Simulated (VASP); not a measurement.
Write the native input for VASP 6.6.1 that does the following.

| Item | Value |
| --- | --- |
| Task | single point |
| Functional | PBE |
| Potentials or basis | VASP PAW PBE potentials, release 64 (Tl_d, Pt) |
| Cutoff | 520 eV |
| k mesh | 6 × 6 × 6 |
| Occupations | fermi-dirac, width 0.05 eV |
| Spin | no spin polarisation |
| Dipole correction | no |
| Further INCAR settings | ALGO = Fast; EDIFF = 1e-06; NBANDS = 44 |

The structure of TlPt lies in POSCAR:

```
TlPt
1.0
    5.4905801394      0.0000000000      0.0000000000
   -2.7452900697      4.7549818822      0.0000000000
    0.0000000000      0.0000000000      4.5442999583
Tl Pt
3 3
Direct
    0.0000000000      0.5000000000      0.0000000000
    0.5000000000      0.5000000000      0.0000000000
    0.5000000000      0.0000000000      0.0000000000
    0.6666666667      0.3333333333      0.5000000000
    0.3333333333      0.6666666667      0.5000000000
    0.0000000000      0.0000000000      0.0000000000
```

One way to write it, as run:

INCAR

```
SYSTEM = TlPt
PREC     = Accurate       ! precision mode
ENCUT    = 520            ! plane-wave cutoff, eV
EDIFF    = 1E-6           ! SCF threshold, eV
ISMEAR   = -1             ! smearing method
SIGMA    = 0.05           ! smearing width, eV
LREAL    = .False.        ! projectors in reciprocal space
LASPH    = .True.         ! aspherical terms in the spheres
NELM     = 100            ! most SCF steps
ALGO     = Fast           ! electronic algorithm
ISIF     = 2              ! what is computed and relaxed
LWAVE    = .False.        ! write WAVECAR
LCHARG   = .False.        ! write CHGCAR
GGA      = PE             ! functional
NBANDS   = 44             ! bands
```

KPOINTS

```
regular mesh
0
Gamma
  6 6 6
  0 0 0
```

Potentials or basis: VASP PAW PBE potentials, release 64 (Tl_d, Pt).

The run is started by

```console
$ cat potpaw_PBE.64/Tl_d/POTCAR potpaw_PBE.64/Pt/POTCAR > POTCAR
$ mpirun -np 1 vasp_std > vasp.out
```

It gave:

The pressure is 24.0 GPa.

Run time: 95 s on 1 thread of Intel(R) Xeon(R) Platinum 8488C (Sapphire Rapids), on a shared host, peak memory 0.3 GiB.
